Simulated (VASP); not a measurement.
# SiC2 (P-3m1) in VASP: a series of runs, part 2 of 2

VASP 6.6.1. The steps go on from the part before.

**4. Single point, PBE, collinear spin**

INCAR reads:

```
SYSTEM = SiC2
  ALGO = Normal
  EDIFF = 1E-6
  ENCUT = 520
  GGA = PE
  ISIF = 2
  ISMEAR = 0
  ISPIN = 2
  LASPH = .True.
  LCHARG = .True.
  LELF = .True.
  LORBIT = 11
  LREAL = .False.
  LVHAR = .True.
  LWAVE = .False.
  MAGMOM = 0 0 1 1 1 1
  NBANDS = 25
  NELM = 150
  PREC = Accurate
  SIGMA = 0.1
```

KPOINTS reads:

```
k-points
0
Gamma
  6 6 2
  0 0 0
```

POSCAR reads:

```
SiC2
1.0
    2.8443649287      0.0000000000      0.0000000000
   -1.4221824644      2.4632922859      0.0000000000
    0.0000000000      0.0000000000      7.6301800970
Si C
2 4
Direct
    0.3333333333      0.6666666667      0.3493168699
    0.6666666667      0.3333333333      0.6506831301
    0.3333333333      0.6666666667      0.7661553050
    0.3333333333      0.6666666667      0.9619863810
    0.6666666667      0.3333333333      0.0380136190
    0.6666666667      0.3333333333      0.2338446950
```

Potentials or basis: VASP PAW PBE potentials, release 64 (Si, C).

Started as:

```sh
$ cat potpaw_PBE.64/Si/POTCAR potpaw_PBE.64/C/POTCAR > POTCAR
$ mpirun -np 1 vasp_std > vasp.out
```

OUTCAR:

```text
SYSTEM = SiC2
   EDIFF = 1E-6
   ENCUT = 520
   GGA = PE
   ISIF = 2
   ISMEAR = 0
   ISPIN = 2
   LASPH = .True.
   LORBIT = 11
   LREAL = .False.
   NELM = 150
   PREC = Accurate

 ion  position               nearest neighbor table
   1  0.333  0.667  0.349-   6 1.86   6 1.86   6 1.86   2 2.83   2 2.83   2 2.83
   2  0.667  0.333  0.651-   3 1.86   3 1.86   3 1.86   1 2.83   1 2.83   1 2.83
   3  0.333  0.667  0.766-   4 1.49   2 1.86   2 1.86   2 1.86
   4  0.333  0.667  0.962-   3 1.49   5 1.74   5 1.74   5 1.74
   5  0.667  0.333  0.038-   6 1.49   4 1.74   4 1.74   4 1.74
   6  0.667  0.333  0.234-   5 1.49   1 1.86   1 1.86   1 1.86

  LATTYP: Found a hexagonal cell.
 ALAT       =     2.8443649287
 C/A-ratio  =     2.6825601807

[... 982 lines left out ...]
     -0.00000      1.64219      2.66535        -0.000000     -0.000000     -0.005812
      1.42218      0.82110      4.96483        -0.000000      0.000000      0.005812
     -0.00000      1.64219      5.84590        -0.000000     -0.000000     -0.056489
     -0.00000      1.64219      7.34013         0.000000      0.000000      0.036818
      1.42218      0.82110      0.29005         0.000000     -0.000000     -0.036818
      1.42218      0.82110      1.78428        -0.000000      0.000000      0.056489
 -----------------------------------------------------------------------------------
    total drift:                                0.000000     -0.000000      0.000000

  FREE ENERGIE OF THE ION-ELECTRON SYSTEM (eV)
  ---------------------------------------------------
  free  energy   TOTEN  =       -43.7737631399 eV

  energy  without entropy=      -43.7608407301  energy(sigma->0) =      -43.76730193

 total charge

# of ion       s       p       d       tot
------------------------------------------
    1        0.736   0.948   0.000   1.683
    2        0.736   0.948   0.000   1.683
    3        0.862   1.737   0.000   2.599
    4        0.818   1.506   0.000   2.324
    5        0.818   1.506   0.000   2.324
    6        0.862   1.737   0.000   2.599
--------------------------------------------------
tot          4.831   8.381   0.000  13.213

 magnetization (x)

# of ion       s       p       d       tot
------------------------------------------
    1        0.001   0.004   0.000   0.005
    2        0.001   0.004   0.000   0.005
    3        0.000   0.002   0.000   0.003
    4        0.000   0.000   0.000   0.000
    5        0.000   0.000   0.000   0.000
    6        0.000   0.002   0.000   0.003
--------------------------------------------------
tot          0.004   0.013   0.000   0.017
```

OSZICAR:

```text
N       E                     dE             d eps       ncg     rms          rms(c)
DAV:   1     0.460042706038E+02    0.46004E+02   -0.11011E+04  1400   0.860E+02
DAV:   2    -0.422439342751E+02   -0.88248E+02   -0.83390E+02  1801   0.175E+02
DAV:   3    -0.463589023410E+02   -0.41150E+01   -0.40827E+01  1854   0.319E+01
[... 13 lines left out ...]
DAV:  17    -0.437737514091E+02   -0.40700E-05   -0.25520E-06  1582   0.757E-03    0.453E-03
DAV:  18    -0.437737560272E+02   -0.46181E-05   -0.58266E-06  1718   0.112E-02    0.332E-03
DAV:  19    -0.437737604778E+02   -0.44506E-05   -0.14369E-05  1738   0.175E-02    0.174E-03
DAV:  20    -0.437737625559E+02   -0.20780E-05   -0.13648E-05  1730   0.170E-02    0.102E-03
DAV:  21    -0.437737631399E+02   -0.58397E-06   -0.37850E-06  1788   0.869E-03
   1 F= -.43773763E+02 E0= -.43767302E+02  d E =-.129224E-01  mag=     0.0425
```

It took 26 s on 1 thread of Intel Xeon 6975P-C (Granite Rapids), shared host; peak memory 0.2 GiB.

Results:

- Free energy: -43.7738 eV
- Pressure: 0.2 GPa
- Largest force: 0.056 eV/Å
- Net moment: 0.04 μB per cell
- Valence electrons inside the program's atomic spheres: Si 1.68; C 2.60, 2.32 (each value once)

Forces in eV/Å, atoms in the order of the input:
```
Si   0.000  0.000 -0.006
Si   0.000  0.000  0.006
C    0.000  0.000 -0.056
C    0.000  0.000  0.037
C    0.000  0.000 -0.037
C    0.000  0.000  0.056
```

Levels at points of the mesh, in eV from the Fermi level:
Spin up:
| k point | band 9 | band 10 | band 11 | band 12 | band 13 | band 14 | band 15 | band 16 |
| --- | --- | --- | --- | --- | --- | --- | --- | --- |
| (0.00, 0.00, 0.00) | -0.54 | -0.54 | 1.05 | 1.05 | 2.83 | 3.75 | 5.27 | 5.27 |
| (0.50, 0.00, 0.00) | -5.13 | -2.27 | -2.15 | -1.52 | -1.13 | 2.86 | 4.52 | 4.75 |
| (0.00, 0.00, 0.50) | -0.60 | -0.60 | 1.15 | 1.15 | 3.53 | 3.57 | 5.14 | 5.14 |
| (0.50, 0.00, 0.50) | -5.20 | -2.46 | -1.31 | -1.07 | -0.85 | 3.01 | 4.02 | 4.26 |
Spin down:
| k point | band 10 | band 11 | band 12 | band 13 | band 14 | band 15 |
| --- | --- | --- | --- | --- | --- | --- |
| (0.00, 0.00, 0.00) | -0.53 | 1.06 | 1.06 | 2.84 | 3.75 | 5.27 |
| (0.50, 0.00, 0.00) | -2.26 | -2.12 | -1.49 | -1.12 | 2.87 | 4.53 |
| (0.00, 0.00, 0.50) | -0.59 | 1.15 | 1.15 | 3.54 | 3.59 | 5.14 |
| (0.50, 0.00, 0.50) | -2.45 | -1.28 | -1.04 | -0.84 | 3.02 | 4.04 |

Caveat: the k points lie up to 0.43 Å⁻¹ apart.

**5. Relaxation of cell and atoms, PBE**

This run uses another cell than the first one, of 13.61 Å³/atom.

INCAR reads:

```
PREC = Accurate
ENCUT = 600
EDIFF = 1E-6
ISMEAR = 0
SIGMA = 0.1
LREAL = False
LASPH = True
NELM = 100
ALGO = Normal
ISIF = 3
LWAVE = False
LCHARG = False
GGA = PE
IBRION = 2
NSW = 90
EDIFFG = -0.04
```

KPOINTS reads:

```
Automatic mesh
0
Gamma
  6 6 2
```

POSCAR reads:

```
SiC2
1.0
    2.6447227300      0.0000000000      0.0000000000
   -1.3223613600      2.2903970700      0.0000000000
    0.0000000000      0.0000000000     13.4789956300
Si C
2 4
Direct
    0.3333333300      0.6666666700      0.4166666700
    0.6666666700      0.3333333300      0.5833333300
    0.3333333300      0.6666666700      0.7500000000
    0.3333333300      0.6666666700      0.0833333300
    0.6666666700      0.3333333300      0.9166666700
    0.6666666700      0.3333333300      0.2500000000
```

Started as:

```sh
$ cat potpaw_PBE.64/Si/POTCAR potpaw_PBE.64/C/POTCAR > POTCAR
$ mpirun -np 1 vasp_std > vasp.out
```

Wall time 8.6 min (1 thread of Intel Xeon 6975P-C (Granite Rapids), shared host); peak memory 0.25 GiB.

The run converged. Its results:

| Item | Value |
| --- | --- |
| Free energy | -46.0172 eV |
| Relaxed volume | 12.02 Å³/atom |
| Relaxed cell | a = 2.496 Å, b = 2.496 Å, c = 13.373 Å, α = 90.00°, β = 90.00°, γ = 120.00° |
| Space group after relaxing (to 0.1 Å) | P-3m1 (No. 164) |
| Energy gained by relaxing | 3478.5 meV/atom |
| Ionic steps | 79 |
| Pressure after relaxing | -0.1 GPa |
| Largest force after relaxing | 0.010 eV/Å |
| Band gap on the k mesh | zero (bands 12 and 13 overlap by 2.03 eV) |

Forces in eV/Å, atoms in the order of the input:
```
Si   0.000  0.000 -0.008
Si   0.000  0.000  0.008
C    0.000  0.000  0.004
C    0.000  0.000 -0.010
C    0.000  0.000  0.010
C    0.000  0.000 -0.004
```

Stress tensor (GPa, compression positive):
```
-0.27  0.00  0.00
 0.00 -0.27  0.00
 0.00  0.00  0.17
```

Step by step:
```tsv
step	energy change (eV)	largest force (eV/Å)	pressure (GPa)	volume (Å³)
1	0.0000	1.6097	-18.51	81.65
3	-2.6366	2.7406	7.14	55.58
5	-3.6733	1.7993	18.51	52.00
7	-7.8651	1.5994	-25.18	72.09
9	-8.1779	2.3459	-25.30	68.10
11	-8.4222	1.8364	-24.72	68.96
13	-9.4399	0.7485	-15.92	62.19
15	-9.7926	0.5846	-4.32	57.18
17	-9.7998	0.8812	-1.41	56.31
19	-9.8859	0.6530	-0.72	54.87
21	-9.9660	3.5946	7.72	48.69
23	-10.0076	2.4014	3.02	50.80
25	-10.2038	3.6276	4.88	49.37
27	-10.7290	6.2707	35.00	43.93
29	-10.7674	6.1013	27.67	44.76
31	-10.8406	6.1744	31.91	44.26
33	-10.9701	6.0886	39.60	43.53
35	-11.7245	6.0192	40.79	43.56
37	-14.6032	5.7771	52.04	43.66
39	-15.5572	7.8368	65.34	43.70
41	-17.9888	1.4880	6.49	50.74
43	-18.0163	1.7229	0.02	52.02
45	-19.1386	1.2677	6.77	52.06
47	-19.7431	0.8455	20.54	51.87
49	-20.3404	1.3875	4.00	59.44
51	-20.5003	0.7984	1.12	61.17
53	-20.6302	0.6417	1.52	62.34
55	-20.7030	0.5085	3.34	62.97
57	-20.7111	0.9930	-6.35	69.46
59	-20.8222	0.4051	-1.43	66.90
61	-20.8522	0.1830	0.92	67.97
63	-20.8590	0.0689	0.34	68.55
65	-20.8611	0.0482	-0.06	68.98
67	-20.8625	0.0996	0.13	69.29
69	-20.8666	0.0196	1.00	70.00
71	-20.8668	0.0152	1.29	70.23
73	-20.8679	0.0316	1.03	70.50
75	-20.8693	0.1125	-0.09	71.67
77	-20.8697	0.0847	0.15	71.47
79	-20.8711	0.0095	-0.12	72.14
```

Final structure:
```
Si C
1.0
     2.49582    0.00000    0.00000
    -1.24791    2.16144    0.00000
     0.00000    0.00000   13.37288
Si C
2 4
Direct
  0.33333 0.66667 0.41018
  0.66667 0.33333 0.58982
  0.33333 0.66667 0.85886
  0.33333 0.66667 0.14123
  0.66667 0.33333 0.85877
  0.66667 0.33333 0.14114
```

Levels at points of the mesh, in eV from the Fermi level:
| k point | band 9 | band 10 | band 11 | band 12 | band 13 | band 14 | band 15 | band 16 |
| --- | --- | --- | --- | --- | --- | --- | --- | --- |
| (0.00, 0.00, 0.00) | -3.13 | -3.12 | -3.12 | -0.43 | 3.89 | 6.67 | 7.99 | 7.99 |
| (0.50, 0.00, 0.00) | -4.45 | -3.96 | -2.61 | -2.19 | 1.08 | 1.13 | 1.75 | 2.27 |
| (0.00, 0.00, 0.50) | -3.13 | -3.12 | -3.12 | -0.53 | 4.88 | 5.09 | 7.99 | 7.99 |
| (0.50, 0.00, 0.50) | -4.45 | -3.96 | -2.53 | -2.27 | 1.11 | 1.33 | 1.38 | 2.44 |

Caveat: the k points lie up to 0.48 Å⁻¹ apart in the final cell, too coarse for converged energies and pressures of a metal; this functional lacks dispersion, which binds the layers, so the pressure and a relaxed spacing across them are unreliable.

**6. Single point, PBE, collinear spin**

This run uses another cell than the first one, of 13.61 Å³/atom.

INCAR reads:

```
PREC     = Accurate       # precision mode
ENCUT    = 520            # plane-wave cutoff, eV
EDIFF    = 1E-6           # SCF threshold, eV
ISMEAR   = 0              # smearing method
SIGMA    = 0.1            # smearing width, eV
LREAL    = F              # projectors in reciprocal space
LASPH    = T              # aspherical terms in the spheres
NELM     = 150            # most SCF steps
ALGO     = Normal         # electronic algorithm
ISIF     = 2              # what is computed and relaxed
LWAVE    = F              # write WAVECAR
LCHARG   = F              # write CHGCAR
ISPIN    = 2              # spin polarisation
MAGMOM   = 0 0 1 1 1 1    # initial moments
LORBIT   = 11             # projections on sites
GGA      = PE             # functional
NBANDS   = 25             # bands
```

KPOINTS reads:

```
regular mesh
0
Gamma
  6 6 2
```

POSCAR is that of step 5.

Potentials or basis: VASP PAW PBE potentials, release 64 (Si, C).

Started as:

```sh
$ cat potpaw_PBE.64/Si/POTCAR potpaw_PBE.64/C/POTCAR > POTCAR
$ mpirun -np 1 vasp_std > vasp.out
```

Wall time 31 s (1 thread of Intel Xeon 6975P-C (Granite Rapids), shared host); peak memory 0.23 GiB.

It converged, with:

- Free energy: -25.1760 eV
- Pressure: -18.5 GPa
- Largest force: 1.716 eV/Å
- Band gap on the k mesh: zero (filled and empty bands overlap)
- Net moment: 0.01 μB per cell
- Valence electrons inside the program's atomic spheres: Si 1.53; C 1.97, 1.93 (each value once)

Forces on the atoms (eV/Å):
```
Si   0.000  0.000 -1.716
Si   0.000  0.000  1.716
C    0.000  0.000 -0.273
C    0.000  0.000  0.073
C    0.000  0.000 -0.073
C    0.000  0.000  0.273
```

Stress tensor (GPa, compression positive):
```
-16.77   0.00   0.00
  0.00 -16.77   0.00
  0.00   0.00 -22.11
```

Levels at points of the mesh, in eV from the Fermi level:
Spin up:
```tsv
k point	band 10	band 11	band 12	band 13	band 14	band 15
(0.00, 0.00, 0.00)	2.31	2.54	3.62	3.62	3.83	3.83
(0.50, 0.00, 0.00)	-3.16	-2.38	-1.70	-0.64	1.23	1.61
(0.00, 0.00, 0.50)	0.40	3.46	3.62	3.62	3.82	3.82
(0.50, 0.00, 0.50)	-2.79	-2.36	-2.21	0.11	0.44	1.70
```
Spin down:
```
           k point  band 9  band 10  band 11  band 12  band 13  band 14  band 15  band 16
(0.00, 0.00, 0.00)   -1.83     2.31     2.54     3.62     3.62     3.83     3.83     4.04
(0.50, 0.00, 0.00)   -3.30    -3.16    -2.38    -1.70    -0.64     1.23     1.61     1.79
(0.00, 0.00, 0.50)    0.31     0.40     3.46     3.62     3.62     3.83     3.83     4.04
(0.50, 0.00, 0.50)   -3.45    -2.79    -2.36    -2.21     0.11     0.44     1.70     1.83
```

Caveat: the k points lie up to 0.46 Å⁻¹ apart, too coarse for converged energies and pressures of a metal; forces of over 1 eV/Å act on the atoms, so gaps and moduli don't describe the material at rest.

**7. Overview**

```tsv
task	spin	cell	cutoff (eV)	gap on the mesh (eV)	pressure (GPa)	moment (μB)	largest force (eV/Å)
single point	off	a = 2.844, b = 2.844, c = 7.630 Å, angles 90.0, 90.0, 120.0°, 6 atoms, atomic positions A	520	none	0.2	-	0.06
single point	off	a = 2.645, b = 2.645, c = 13.479 Å, angles 90.0, 90.0, 120.0°, 6 atoms, atomic positions B	520	none	-18.5	-	1.72
single point	collinear	a = 2.844, b = 2.844, c = 7.630 Å, angles 90.0, 90.0, 120.0°, 6 atoms, atomic positions A	520	none	0.2	0.04	0.06
relaxation of cell and atoms	off	relaxed from a = 2.645, b = 2.645, c = 13.479 Å, angles 90.0, 90.0, 120.0°, 6 atoms, atomic positions B	600	none	-0.1	-	0.01
single point	collinear	a = 2.645, b = 2.645, c = 13.479 Å, angles 90.0, 90.0, 120.0°, 6 atoms, atomic positions B	520	none	-18.5	0.01	1.72
```

Alike in all rows: level PBE; potentials or basis VASP PAW PBE potentials, release 64 (Si, C); k mesh 6 × 6 × 2; smearing gaussian 0.1 eV.

Caveats: all runs use coarse meshes; forces of over 1 eV/Å act on the atoms, so gaps and moduli don't describe the material at rest (at least some runs); this functional lacks dispersion, which binds the layers, so the pressure and a relaxed spacing across them are unreliable (at least some runs).

Total energies depend on the potentials used, so only differences within one code and one set of settings carry meaning.
